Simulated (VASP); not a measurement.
Wanted: the native input for a VASP 6.6.1 run.

```
Task                   : single point
Functional             : PBEsol
Dispersion             : D3(BJ)
Potentials or basis    : VASP PAW PBE potentials, release 64 (C)
Cutoff                 : 600 eV
k mesh                 : 18 × 12 × 10
Occupations            : gaussian, width 0.15 eV
Spin                   : no spin polarisation
Dipole correction      : no
Further INCAR settings : ALGO = Normal; EDIFF = 1e-06; NBANDS = 16
```

The structure of C lies in POSCAR:

```
C
1.0
   -2.4576582504      0.0000000000      0.0000000000
    0.0000000000      0.0000000000     -3.5294825081
    0.0000000000     -4.2567889574      0.0000000000
C
4
Direct
    0.5000000000      0.0000000000      0.1701904496
    0.0000000000      0.0000000000      0.6490477524
    0.0000000000      0.0000000000      0.3298095504
    0.5000000000      0.0000000000      0.8509522476
```

This cell differs from its parent crystal: atoms displaced along several vibrational modes.

The input as run:

INCAR

```
ALGO = Normal ; EDIFF = 1E-6
ENCUT = 600 ; GGA = PS
GGA_COMPAT = False ; ISIF = 2
ISMEAR = 0 ; IVDW = 12
LASPH = True ; LCHARG = True
LELF = True ; LREAL = False
LVHAR = True ; LWAVE = False
NBANDS = 16 ; NELM = 120
PREC = Accurate ; SIGMA = 0.15
```

KPOINTS

```
k-points
0
Gamma
  18 12 10
```

Potentials or basis: VASP PAW PBE potentials, release 64 (C).

Command:

```bash
$ cat potpaw_PBE.64/C/POTCAR > POTCAR
$ mpirun -np 1 vasp_std > vasp.out
```

It gave:

```
Pressure                   : 3.4 GPa
Largest force              : 6.814 eV/Å
Band gap on the k mesh     : zero (bands 8 and 9 overlap by 0.61 eV)
Dispersion energy per atom : -0.104 eV
```

Caveat: the cell differs from its parent crystal (atoms displaced along several vibrational modes); the stress differs along the axes, from -0 to 10 GPa; the PAW data sets were made with another functional, which shifts forces and pressure a little.

Run time: 7.6 min on 1 thread of Intel Xeon 8259CL, on a shared host, peak memory 0.33 GiB.
